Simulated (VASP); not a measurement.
## NbC (Niobocarbide): relaxation of cell and atoms with PBEsol

The system is NbC (Niobocarbide).

```
CELL_PARAMETERS angstrom
0.00000 2.23455 2.23455
2.23455 0.00000 2.23455
2.23455 2.23455 0.00000
ATOMIC_POSITIONS crystal
Nb 0.00000 0.00000 0.00000
C 0.50000 0.50000 0.50000
```

* Program: VASP 6.6.1
* Task: relaxation of cell and atoms
* Functional: PBEsol
* Potentials or basis: VASP PAW PBE potentials, release 64 (Nb_sv, C)
* Cutoff: 600 eV
* k mesh: 13 × 13 × 13
* Occupations: methfessel-paxton, width 0.1 eV
* Spin: no spin polarisation
* Target pressure: 10 GPa
* Dipole correction: no
* Further INCAR settings: ALGO = Normal; EDIFF = 1e-07; IBRION = 2; EDIFFG = -0.005; NSW = 50; ISIF = 3

```yaml
Relaxed_volume: 10.68 Å³/atom
Relaxed_cell: a = 3.114 Å, b = 3.114 Å, c = 3.114 Å, α = 60.00°, β = 60.00°, γ = 60.00°
Space_group_after_relaxing_to_0.05_Å: Fm-3m (No. 225)
Energy_change_on_relaxing_the_enthalpy_is_what_falls: +7.2 meV/atom
Ionic_steps: 4
Pressure_after_relaxing: 9.9 GPa
```

Step by step:
| step | energy change (eV) | largest force (eV/Å) | pressure (GPa) | volume (Å³) |
| --- | --- | --- | --- | --- |
| 1 | 0.0000 | 0.0000 | -4.54 | 22.32 |
| 2 | 0.4418 | 0.0000 | 57.65 | 19.20 |
| 3 | 0.0124 | 0.0000 | 9.37 | 21.39 |
| 4 | 0.0144 | 0.0000 | 9.93 | 21.36 |

Final structure:
```
Nb C
1.0
     0.00000    2.20221    2.20221
     2.20221    0.00000    2.20221
     2.20221    2.20221    0.00000
Nb C
1 1
Direct
  0.00000 0.00000 0.00000
  0.50000 0.50000 0.50000
```

Levels at points of the mesh, in eV from the Fermi level:
```tsv
k point	band 6	band 7	band 8	band 9	band 10	band 11	band 12
(0.00, 0.00, 0.00)	-1.35	-1.35	-1.35	-0.17	-0.17	-0.17	0.45
```

Wall time 54 s on 1 thread of Intel(R) Xeon(R) 6975P-C (Granite Rapids), on a shared host, peak memory 0.18 GiB.

Caveat: the cell is relaxed towards a set pressure, so the enthalpy falls and the energy may rise; the PAW data sets were made with another functional, which shifts forces and pressure a little.
